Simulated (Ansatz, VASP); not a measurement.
# WC in VASP and in Ansatz

```
CELL_PARAMETERS angstrom
2.88368 0.00000 0.00000
-1.44184 2.49734 0.00000
0.00000 0.00000 2.81207
ATOMIC_POSITIONS crystal
W 0.00000 0.00000 0.00000
C 0.66667 0.33333 0.50000
```

Alike in both runs: functional LDA; k mesh 16 × 16 × 14; occupations fermi-dirac, width 0.05 eV; no spin polarisation.

Ansatz relaxed the structure, and its values are those at the end. VASP's run is a single point on that final structure, the one shown.

|  | VASP | Ansatz |
| --- | --- | --- |
| version | VASP 6.6.1 | Ansatz 0.2.0 |
| potentials or method | VASP PAW LDA potentials, release 64 (W_sv, C) | PAW with Ansatz's default frozen-core files, scalar-relativistic |
| plane-wave cutoff (eV) | 520 | 420 |
| valence electrons in the cell | 18 | 18 |

|  | VASP | Ansatz | Ansatz less VASP |
| --- | --- | --- | --- |
| pressure (GPa) | 2.7 | 0.0 | -2.72 |

LDA's correlation is that of Perdew and Zunger in VASP and of Perdew and Wang (1992) in Ansatz.

Spin-orbit coupling is off throughout.
